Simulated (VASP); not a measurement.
Ag: single point with PBEsol

Ag:

```
CELL_PARAMETERS angstrom
0.00000 2.04310 1.96138
2.04310 0.00000 1.96138
2.04310 2.04310 0.00000
ATOMIC_POSITIONS crystal
Ag 0.00000 0.00000 0.00000
```

This cell differs from its parent crystal: strain +0.000 along x and y, -0.040 along z.

```json
{
  "Program": "VASP 6.6.1",
  "Task": "single point",
  "Functional": "PBEsol",
  "Potentials or basis": "VASP PAW PBE potentials, release 64 (Ag)",
  "Cutoff": "520 eV",
  "k mesh": "20 × 20 × 20",
  "Occupations": "gaussian, width 0.15 eV",
  "Spin": "no spin polarisation"
}
```

```json
{
 "Pressure": "2.0 GPa",
 "Band gap on the k mesh": "zero (an odd number of electrons rules out a gap without spin polarisation)"
}
```

Stress tensor (GPa, compression positive):
```
1.44 0.00 0.00
0.00 1.44 0.00
0.00 0.00 3.04
```

Levels at points of the mesh, in eV from the Fermi level:
```csv
k point,band 3,band 4,band 5,band 6,band 7,band 8,band 9,band 10
"(0.00, 0.00, 0.00)",-5.00,-4.74,-3.94,-3.66,16.10,19.68,19.68,20.31
"(0.50, 0.00, 0.00)",-4.81,-3.00,-2.87,-0.57,3.83,15.23,17.76,18.82
"(0.50, 0.50, 0.00)",-2.97,-2.70,-2.70,2.01,7.74,10.32,10.32,17.19
"(0.50, 0.00, 0.50)",-2.97,-2.82,-2.63,1.27,6.70,11.03,11.12,17.90
```

Run time: 33 s on 1 thread of Intel(R) Xeon(R) 6975P-C (Granite Rapids), with other jobs on the host, peak memory 0.24 GiB.

Caveat: the cell differs from its parent crystal (strain +0.000 along x and y, -0.040 along z); the PAW data sets were made with another functional, which shifts forces and pressure a little.
